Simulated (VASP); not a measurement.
A run of VASP 6.6.1 is set up as follows.

Contents of INCAR:

```
ALGO     = Normal         # electronic algorithm
EDIFF    = 1E-6           # SCF threshold, eV
ENCUT    = 520            # plane-wave cutoff, eV
GGA      = PE             # functional
ISIF     = 2              # what is computed and relaxed
ISMEAR   = 0              # smearing method
ISPIN    = 2              # spin polarisation
LASPH    = T              # aspherical terms in the spheres
LCHARG   = T              # write CHGCAR
LELF     = T              # ELF
LMAXMIX  = 4              # l up to which the mixer works
LORBIT   = 11             # projections on sites
LREAL    = F              # projectors in reciprocal space
LVHAR    = T            
LWAVE    = F              # write WAVECAR
MAGMOM   = 0 1 0 0 0      # initial moments
NBANDS   = 32             # bands
NELM     = 150            # most SCF steps
PREC     = Accurate       # precision mode
SIGMA    = 0.1            # smearing width, eV
```

File KPOINTS:

```
k-points
0
Gamma
  4 4 4
```

The input POSCAR:

```
ZrTaS3
1.0
    4.7181154798      0.0000000000      0.0000000000
    0.0000000000      4.7181154798      0.0000000000
    0.0000000000      0.0000000000      4.7181154798
Zr Ta S
1 1 3
Direct
    0.0000000000      0.0000000000      0.0000000000
    0.5000000000      0.5000000000      0.5000000000
    0.5000000000      0.5000000000      0.0000000000
    0.0000000000      0.5000000000      0.5000000000
    0.5000000000      0.0000000000      0.5000000000
```

Potentials or basis: VASP PAW PBE potentials, release 64 (Zr_sv, Ta_pv, S).

Command:

```bash
$ cat potpaw_PBE.64/Zr_sv/POTCAR potpaw_PBE.64/Ta_pv/POTCAR potpaw_PBE.64/S/POTCAR > POTCAR
$ mpirun -np 1 vasp_std > vasp.out
```

Question: Predict the net moment.

Answer: 0.00 μB per cell.

Question: Predict the pressure.

Answer: 0.0 GPa.
